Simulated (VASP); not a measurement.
Ti5Al2C3, 20 atoms in the cell. The cell holds a disordered packing, 20 atoms: a = 6.502 Å, b = 6.674 Å, c = 6.906 Å, α = 89.09°, β = 88.53°, γ = 90.50°. 

| Quantity | Value |
| --- | --- |
| Program | VASP 6.6.1 |
| Task | single point |
| Functional | PBEsol |
| Potentials or basis | VASP PAW PBE potentials, release 64 (Ti_sv, Al, C) |
| Cutoff | 520 eV |
| k mesh | 1 × 1 × 1, shifted |
| Occupations | fermi-dirac, width 0.3619 eV |
| Spin | no spin polarisation |
| Dipole correction | no |
| Further INCAR settings | LREAL = Auto; ALGO = Normal; EDIFF = 1e-07; NBANDS = 94; ISYM = 0 |

Potentials or basis: VASP PAW PBE potentials, release 64 (Ti_sv, Al, C).

Launch:

```sh
$ cat potpaw_PBE.64/Ti_sv/POTCAR potpaw_PBE.64/Al/POTCAR potpaw_PBE.64/C/POTCAR > POTCAR
$ mpirun -np 1 vasp_std > vasp.out
```

Hardware: 1 thread of Intel(R) Xeon(R) Platinum 8259CL CPU @ 2.50GHz (Skylake/Cascade Lake), on a shared host.

**Question.** How long does it take, and how much memory?

**Answer.** Wall time 2.3 min on 1 thread of Intel(R) Xeon(R) Platinum 8259CL CPU @ 2.50GHz (Skylake/Cascade Lake) (shared host), peak memory 0.34 GiB. Counts: scf iterations 39, k points 1.
